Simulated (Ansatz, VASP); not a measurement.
## Two plane-wave programs on P

```
P
1.0
     1.65383   -5.49841    0.00000
     1.65383    5.49841    0.00000
     0.00000    0.00000    4.54689
P
4
Direct
  0.09551 0.90449 0.91181
  0.59551 0.40449 0.58819
  0.90449 0.09551 0.08819
  0.40449 0.59551 0.41181
```

Alike in both runs: task single point; functional r2SCAN; k mesh 10 × 10 × 7; no spin polarisation.

```csv
,VASP,Ansatz
version,VASP 6.6.1,Ansatz 0.2.0
potentials or method,"VASP PAW PBE potentials, release 64 (P), cutoff 520 eV","plane waves (500 eV) with PAW, scalar-relativistic"
occupations,"methfessel-paxton of order 1, width 0.3 eV","cold, width 0.3 eV"
valence electrons in the cell,20,20
```

```tsv
	VASP	Ansatz	Ansatz less VASP
pressure (GPa)	-0.7	-0.1	+0.63
traceless stress, the component that is largest in VASP (GPa)	0.46	0.29	-0.165
```

VASP's potentials were made for PBE, not for r2SCAN.
